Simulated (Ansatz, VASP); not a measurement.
# SiS2: VASP beside Ansatz

Contents of INCAR:

```
SYSTEM = SiS2
ALGO = Normal ; EDIFF = 1E-7
EDIFFG = -0.005 ; ENCUT = 500
GGA = PE ; GGA_COMPAT = .FALSE.
IBRION = 2 ; ISIF = 3
ISMEAR = 0 ; LASPH = .TRUE.
LCHARG = .FALSE. ; LREAL = .FALSE.
LWAVE = .FALSE. ; NELM = 120
NELMIN = 4 ; NSW = 100
PREC = Accurate ; SIGMA = 0.02
```

KPOINTS

```
k-points
0
G
  6 6 6
  0 0 0
```

File POSCAR:

```
SiS2
1.0
   -2.8746902717      4.9104522643      2.7743526901
    2.8746902717     -4.9104522643      2.7743526901
    2.8746902717      4.9104522643     -2.7743526901
Si S
2 4
Direct
    0.7500000000      0.7500000000      0.0000000000
    0.2500000000      0.2500000000      0.0000000000
    0.8847451400      0.7985647100      0.6833098500
    0.1152548700      0.2014352900      0.3166901500
    0.6152548700      0.2985647100      0.9138195800
    0.3847451300      0.7014352900      0.0861804200
```

Input for Ansatz:

```yaml
crystal:
  lattice:
    - [-2.8746902717, 4.9104522643, 2.7743526901]
    - [2.8746902717, -4.9104522643, 2.7743526901]
    - [2.8746902717, 4.9104522643, -2.7743526901]
  atoms:
    - { symbol: Si, position: [0.75, 0.75, 0.0] }
    - { symbol: Si, position: [0.25, 0.25, 0.0] }
    - { symbol: S, position: [0.88474514, 0.79856471, 0.68330985] }
    - { symbol: S, position: [0.11525487, 0.20143529, 0.31669015] }
    - { symbol: S, position: [0.61525487, 0.29856471, 0.91381958] }
    - { symbol: S, position: [0.38474513, 0.70143529, 0.08618042] }
basis:
  ecutwfc: 420
kpoints:
  mp_grid: { grid: [6, 6, 6] }
hamiltonian:
  xc: pbe
scf:
  occupations: { method: gaussian, width: 0.02 }
output:
  forces: true
  stress: true
  eigenvalues: true
relax:
  adjacent_minimum: "off"
  f_tol: 0.005
  max_steps: 80
  cell: { stress_tol: 0.05 }
```

Alike in both runs: task relaxation of cell and atoms; functional PBE; k mesh 6 × 6 × 6; occupations gaussian, width 0.02 eV; no spin polarisation.

```csv
,VASP,Ansatz
version,VASP 6.6.1,Ansatz 0.2.0
potentials or method,"VASP PAW PBE potentials, release 64 (Si, S), cutoff 500 eV","scalar-relativistic, plane waves, PAW"
valence electrons in the cell,32,32
```

|  | VASP | Ansatz | Ansatz less VASP |
| --- | --- | --- | --- |
| gap on the k mesh at the Fermi level, each at its own relaxed structure (eV) | 3.09 | 3.09 | +0.002 |
| relaxed volume (Å³/atom) | 31.91 | 32.91 | +1.005 |
| relaxed cell length with the largest relative difference (Å) | 6.900 | 6.978 | +0.0784 |

Noted on VASP's run: the volume moved by over 15 % at a fixed basis, so the end points are rough.
